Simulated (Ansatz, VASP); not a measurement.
Hf5F in VASP and in Ansatz

```
Hf F
1.0
     3.18015    0.00000    0.00000
    -1.59007    2.75409    0.00000
     0.00000    0.00000   13.77771
Hf F
5 1
Direct
  0.66667 0.33333 0.86388
  0.00000 0.00000 0.68770
  0.66667 0.33333 0.50000
  0.00000 0.00000 0.31230
  0.66667 0.33333 0.13612
  0.00000 0.00000 0.00000
```

Change from the starting cell: species swapped into the MgCd5 type (P-6m2, No. 187).

Alike in both runs: functional PBE; k mesh 6 × 6 × 2; occupations gaussian, width 0.1 eV; no spin polarisation.

Ansatz relaxed the structure, and its values are those at the end. VASP's run is a single point on that final structure, the one shown.

|  | VASP | Ansatz |
| --- | --- | --- |
| version | VASP 6.6.1 | Ansatz 0.2.0 |
| potentials or method | VASP PAW PBE potentials, release 64 (Hf_pv, F), cutoff 520 eV | scalar-relativistic, plane waves, PAW |
| valence electrons in the cell | 57 | 137 |

Ansatz gave:

- gap on the k mesh at the Fermi level (eV): none
- pressure (GPa): -0.2
- rms of the force components (eV/Å): 0.005

**Question.** Estimate VASP's values.

**Answer.** gap on the k mesh at the Fermi level (eV): none; pressure (GPa): -0.8; rms of the force components (eV/Å): 0.012.

A gap of «none» marks a metal or a gap that the smearing closes. VASP's potentials hold 57 valence electrons a cell and Ansatz's 137, so a difference there can come from the potentials and not from the codes.

The k mesh is coarse, so the values compare programs but aren't converged. Spin-orbit coupling is off throughout.
